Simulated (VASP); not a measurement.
# Si (Pm-3m) in VASP: single point with LDA

Aim: the single point of Si with LDA.

Everything below comes from runs of VASP 6.6.1. Logs are shortened: lines on timing, memory, paths and dates and some standing lists are left out, and cuts for length are marked.

## (1) The cell of the first run

The structure is cubic, space group Pm-3m (No. 221). Conventional cell: a = 2.504 Å, b = 2.504 Å, c = 2.504 Å, α = 90.00°, β = 90.00°, γ = 90.00°. Within 3.3 Å of Si (site symmetry m-3m) lie 6 Si at 2.50 Å.

## (2) Single point, LDA

INCAR reads:

```
SYSTEM = Si
ALGO     = Normal         ! electronic algorithm
EDIFF    = 1E-6           ! SCF threshold, eV
ENCUT    = 520            ! plane-wave cutoff, eV
GGA      = CA             ! functional
ISIF     = 2              ! what is computed and relaxed
ISMEAR   = -1             ! smearing method
LASPH    = .TRUE.         ! aspherical terms in the spheres
LCHARG   = .TRUE.         ! write CHGCAR
LELF     = .TRUE.         ! ELF
LREAL    = .FALSE.        ! projectors in reciprocal space
LVHAR    = .TRUE.       
LWAVE    = .FALSE.        ! write WAVECAR
NBANDS   = 8              ! bands
NELM     = 80             ! most SCF steps
PREC     = Accurate       ! precision mode
SIGMA    = 0.13605693000000002 ! smearing width, eV
```

KPOINTS reads:

```
k-points
0
G
  13 13 13
  0 0 0
```

POSCAR reads:

```
Si
1.0
    2.5042062523      0.0000000000      0.0000000000
    0.0000000000      2.5042062523      0.0000000000
    0.0000000000      0.0000000000      2.5042062523
Si
1
Direct
    0.0000000000      0.0000000000      0.0000000000
```

Potentials or basis: VASP PAW LDA potentials, release 64 (Si).

On the command line:

```console
$ cat potpaw_LDA.64/Si/POTCAR > POTCAR
$ mpirun -np 1 vasp_std > vasp.out
```

OUTCAR:

```text
SYSTEM = Si
   EDIFF = 1E-6
   ENCUT = 520
   GGA = CA
   ISIF = 2
   ISMEAR = -1
   LASPH = .TRUE.
   LREAL = .FALSE.
   NELM = 80
   PREC = Accurate

 ion  position               nearest neighbor table
   1  0.000  0.000  0.000-

  LATTYP: Found a simple cubic cell.
 ALAT       =     2.5042062523

  Lattice vectors:

 A1 = (   2.5042062523,   0.0000000000,   0.0000000000)
 A2 = (   0.0000000000,   2.5042062523,   0.0000000000)
 A3 = (   0.0000000000,   0.0000000000,   2.5042062523)

Analysis of symmetry for initial positions (statically):
=====================================================================
 Subroutine PRICEL returns:
 Original cell was already a primitive cell.

 Routine SETGRP: Setting up the symmetry group for a
 simple cubic supercell.

 Subroutine GETGRP returns: Found 48 space group operations
 (whereof 48 operations were pure point group operations)
 out of a pool of 48 trial point group operations.

The static configuration has the point symmetry O_h .

Analysis of symmetry for dynamics (positions and initial velocities):
=====================================================================
 Subroutine PRICEL returns:
 Original cell was already a primitive cell.

 Routine SETGRP: Setting up the symmetry group for a
 simple cubic supercell.

 Subroutine GETGRP returns: Found 48 space group operations
 (whereof 48 operations were pure point group operations)
 out of a pool of 48 trial point group operations.

The dynamic configuration has the point symmetry O_h .

 Subroutine INISYM returns: Found 48 space group operations
 (whereof 48 operations are pure point group operations),
 and found     1 'primitive' translations

----------------------------------------------------------------------------------------

                                     Primitive cell

  volume of cell :      15.7040

  direct lattice vectors                    reciprocal lattice vectors
     2.504206252  0.000000000  0.000000000     0.399328130  0.000000000  0.000000000
     0.000000000  2.504206252  0.000000000     0.000000000  0.399328130  0.000000000
     0.000000000  0.000000000  2.504206252     0.000000000  0.000000000  0.399328130

  length of vectors
     2.504206252  2.504206252  2.504206252     0.399328130  0.399328130  0.399328130

  position of ions in fractional coordinates (direct lattice)
     0.000000000  0.000000000  0.000000000

  ion indices of the primitive-cell ions
   primitive index   ion index
                 1           1

----------------------------------------------------------------------------------------

 KPOINTS: k-points

Automatic generation of k-mesh.
 Grid dimensions read from file:
 generate k-points for:   13   13   13

 Generating k-lattice:

  Cartesian coordinates                     Fractional coordinates (reciprocal lattice)
     0.030717548  0.000000000  0.000000000     0.076923077  0.000000000  0.000000000
     0.000000000  0.030717548  0.000000000     0.000000000  0.076923077  0.000000000
     0.000000000  0.000000000  0.030717548     0.000000000  0.000000000  0.076923077

  Length of vectors
     0.030717548  0.030717548  0.030717548

  Shift w.r.t. Gamma in fractional coordinates (k-lattice)
     0.000000000  0.000000000  0.000000000

 Subroutine IBZKPT returns following result:
 ===========================================

 Found     84 irreducible k-points:

 Following reciprocal coordinates:
            Coordinates               Weight
  0.000000  0.000000  0.000000      1.000000
  0.076923  0.000000  0.000000      6.000000
  0.153846  0.000000  0.000000      6.000000
  0.230769  0.000000  0.000000      6.000000
  0.307692  0.000000  0.000000      6.000000
  0.384615  0.000000  0.000000      6.000000
[... 16 lines left out ...]
  0.307692  0.307692  0.000000     12.000000
  0.384615  0.307692  0.000000     24.000000
 [... further k-points ...]
   k-points           NKPTS =     84   k-points in BZ     NKDIM =     84   number of bands    NBANDS=      8
   number of dos      NEDOS =    301   number of ions     NIONS =      1
   total plane-waves  NPLWV =   8000
   dimension x,y,z NGX =    20 NGY =   20 NGZ =   20
   dimension x,y,z NGXF=    40 NGYF=   40 NGZF=   40
   ions per type =               1
   NGX,Y,Z   is equivalent  to a cutoff of  13.28, 13.28, 13.28 a.u.
   NGXF,Y,Z  is equivalent  to a cutoff of  26.55, 26.55, 26.55 a.u.
 SYSTEM =  Si
   PREC   = accura    normal or accurate (medium, high low for compatibility)
   ISTART =      0    job   : 0-new  1-cont  2-samecut
   ICHARG =      2    charge: 1-file 2-atom 10-const
   ISPIN  =      1    spin polarized calculation?
   LNONCOLLINEAR =      F non collinear calculations
   LSORBIT =      F    spin-orbit coupling
   LASPH  =      T    aspherical Exc in radial PAW
   ENCUT  =  520.0 eV  38.22 Ry    6.18 a.u.   4.66  4.66  4.66*2*pi/ulx,y,z
   NELM   =     80;   NELMIN=  2; NELMDL= -5     # of ELM steps
   EDIFF  = 0.1E-05   stopping-criterion for ELM
   LREAL  =      F    real-space projection
   EDIFFG = 0.1E-04   stopping-criterion for IOM
   NSW    =      0    number of steps for IOM
   IBRION =     -1    ionic relax: 0-MD 1-quasi-New 2-CG
   NFREE  =      0    steps in history (QN), initial steepest desc. (CG)
   ISIF   =      2    stress and relaxation
   ISYM   =      2    0-nonsym 1-usesym 2-fastsym
   POTIM  = 0.5000    time-step for ionic-motion
   TEBEG  =    0.0;   TEEND  =   0.0 temperature during run
   PSTRESS=    0.0 pullay stress
   NELECT =       4.0000    total number of electrons
   NUPDOWN=      -1.0000    fix difference up-down
   EMIN   =  10.00;   EMAX   =-10.00  energy-range for DOS
   EFERMI =   0.00;   METHOD = LEGACY
   ISMEAR =    -1;   SIGMA  =   0.14  broadening in eV -4-tet -1-fermi 0-gaus
   EFERMI_NEDOS =   21; number of points for ismear=-14 and -15
   IALGO  =     38    algorithm
   IMIX   =      4    mixing-type and parameters
     AMIX     =   0.40;   BMIX     =  1.00
     AMIX_MAG =   1.60;   BMIX_MAG =  1.00
  volume/ion in A,a.u.               =      15.70       105.98
  Fermi-wavevector in a.u.,A,eV,Ry     =   1.037747  1.961057 14.652364  1.076918
  Thomas-Fermi vector in A             =   2.172199
   LORBIT       =      0    0 simple, 1 ext, 2 COOP (PROOUT), +10 PAW based schemes
   GGA     = CA    functional components
   LHFCALC =     F    Hartree Fock is set to
   AEXX    =    0.0000 exact exchange contribution
   IVDW    =     0    specifies the selected vdW correction
   LEPSILON=     F    determine dielectric tensor
   LRPA    =     F    only Hartree local field effects (RPA)
 non-spin polarized calculation
  energy-cutoff  :      520.00
  volume of cell :       15.70
 maximum number of plane-waves:       445
 NGX is ok and might be reduce to    20
   NGX =  9   NGY =  9   NGZ =  9

 number of electron       4.0000000 magnetization

 Free energy of the ion-electron system (eV)
  ---------------------------------------------------
  ext. energy  EPLUGINS =         0.00000000
  ---------------------------------------------------
  free energy    TOTEN  =        -5.68888486 eV

  energy without entropy =       -5.66113822  energy(sigma->0) =       -5.67501154

 E-fermi :   8.6509     XC(G=0): -10.8305

 val. band max:        8.6201110874   @ k =   0.3846   0.3846   0.2308
 cond. band min:       8.7415520473   @ k =   0.2308   0.2308   0.0000
 fundamental gap:      0.1214409599
 Fermi energy:         8.6509221504

 k-point     1 :       0.0000    0.0000    0.0000
  band No.  band energies     occupation
      1      -4.8074      2.00000
      2      16.0900      0.00000
      3      16.0900      0.00000
      4      16.4159      0.00000
      5      16.4159      0.00000
      6      16.4159      0.00000
      7      24.5344      0.00000
      8      33.5149      0.00000

 k-point     2 :       0.0769    0.0000    0.0000
  band No.  band energies     occupation
      1      -4.6735      2.00000
      2      13.5683      0.00000
      3      16.1979      0.00000
      4      16.5261      0.00000
      5      16.5261      0.00000
      6      18.7297      0.00000
      7      25.0248      0.00000
      8      32.5832      0.00000

 k-point     3 :       0.1538    0.0000    0.0000
  band No.  band energies     occupation
      1      -4.2729      2.00000
      2      10.9081      0.00000
      3      16.5141      0.00000
      4      16.8546      0.00000
      5      16.8546      0.00000
      6      20.6891      0.00000
      7      26.5273      0.00000
      8      30.6229      0.00000

 k-point     4 :       0.2308    0.0000    0.0000
  band No.  band energies     occupation
      1      -3.6103      2.00000
      2       8.3745      1.76820
      3      17.0126      0.00000
      4      17.3942      0.00000
      5      17.3942      0.00000
      6      22.1456      0.00000
      7      28.4769      0.00000
      8      28.4769      0.00000

 k-point     5 :       0.3077    0.0000    0.0000
  band No.  band energies     occupation
      1      -2.6964      2.00000
      2       6.0299      2.00000
      3      17.6351      0.00000
      4      18.1242      0.00000
      5      18.1242      0.00000
      6      23.4082      0.00000
      7      26.4504      0.00000
      8      26.4504      0.00000
[... 177 lines left out ...]
 k-point    22 :       0.4615    0.2308    0.0000
  band No.  band energies     occupation
      1       0.8194      2.00000
      2       3.3498      2.00000
      3      12.2297      0.00000
      4      16.0545      0.00000
      5      20.6490      0.00000
      6      23.9556      0.00000
      7      24.4120      0.00000
      8      28.0310      0.00000

 k-point    23 :       0.3077    0.3077    0.0000
  band No.  band energies     occupation
      1      -0.6017      2.00000
      2       7.2342      1.99994
      3       8.8546      0.36569
      4      16.9086      0.00000
      5      19.7867      0.00000
      6      23.2996      0.00000
      7      27.5182      0.00000
      8      28.2989      0.00000

 k-point    24 :       0.3846    0.3077    0.0000
  band No.  band energies     occupation
      1       0.5278      2.00000
      2       5.7650      2.00000
      3       9.2206      0.02992
      4      15.0400      0.00000
      5      20.6177      0.00000
      6      24.2631      0.00000
      7      26.1600      0.00000
      8      28.5517      0.00000

 [... further k-points ...]
[... 5 lines left out ...]
  --------------------------------------------------------------------------------------
  -------------------------------------------------------------------------------------
  Total        0.0205230      0.0205230      0.0205230      0.0000000      0.0000000      0.0000000
  in kB        2.0938332      2.0938332      2.0938332      0.0000000      0.0000000      0.0000000
  external PRESSURE =       2.0938332 kB  Pullay stress =       0.0000000 kB

 VOLUME and BASIS-vectors are now :
 -----------------------------------------------------------------------------
  energy-cutoff  :      520.00
  volume of cell :       15.70
      direct lattice vectors                 reciprocal lattice vectors
     2.504206252  0.000000000  0.000000000     0.399328130  0.000000000  0.000000000
     0.000000000  2.504206252  0.000000000     0.000000000  0.399328130  0.000000000
     0.000000000  0.000000000  2.504206252     0.000000000  0.000000000  0.399328130

 POSITION                                       TOTAL-FORCE (eV/Angst)
 -----------------------------------------------------------------------------------
      0.00000      0.00000      0.00000         0.000000      0.000000      0.000000
 -----------------------------------------------------------------------------------
    total drift:                                0.000000     -0.000000      0.000000

  FREE ENERGIE OF THE ION-ELECTRON SYSTEM (eV)
  ---------------------------------------------------
  free  energy   TOTEN  =        -5.6888848637 eV

  energy  without entropy=       -5.6611382172  energy(sigma->0) =       -5.67501154
```

Wall time 4.5 s (1 thread of Intel Xeon Platinum 8375C at 2.90GHz (Ice Lake), shared host); peak memory 0.11 GiB.

Results:

```yaml
Free_energy: -5.6889 eV
Pressure: 0.2 GPa
Band_gap_on_the_k_mesh: zero (band 2 reaches 16.09 eV, above the bottom of band 3 at 6.43 eV)
```
